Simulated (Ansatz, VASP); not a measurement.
# One calculation of MgO, two programs

```
CELL_PARAMETERS angstrom
0.00000 2.08035 2.08035
2.08035 0.00000 2.08035
2.08035 2.08035 0.00000
ATOMIC_POSITIONS crystal
Mg 0.00000 0.00000 0.00000
O 0.50000 0.50000 0.50000
```

Alike in both runs: functional LDA; k mesh 10 × 10 × 10; occupations gaussian, width 0.02 eV; no spin polarisation.

Ansatz relaxed the structure, and its values are those at the end. VASP's run is a single point on that final structure, the one shown.

```csv
,VASP,Ansatz
version,VASP 6.6.1,Ansatz 0.2.0
potentials or method,"VASP PAW LDA potentials, release 64 (Mg_sv, O), cutoff 840 eV","scalar-relativistic, plane waves, PAW"
valence electrons in the cell,16,16
```

Ansatz gave:

```
gap on the k mesh at the Fermi level (eV) : 5.03
least direct gap on the mesh (eV)         : 5.03
pressure (GPa)                            : 0.0
```

Which values does VASP return?

gap on the k mesh at the Fermi level (eV): 5.03; least direct gap on the mesh (eV): 5.03; pressure (GPa): 0.4.

Ansatz warns that its potentials were made for another functional, while VASP's fit it. LDA's correlation is that of Perdew and Zunger in VASP and of Perdew and Wang (1992) in Ansatz.
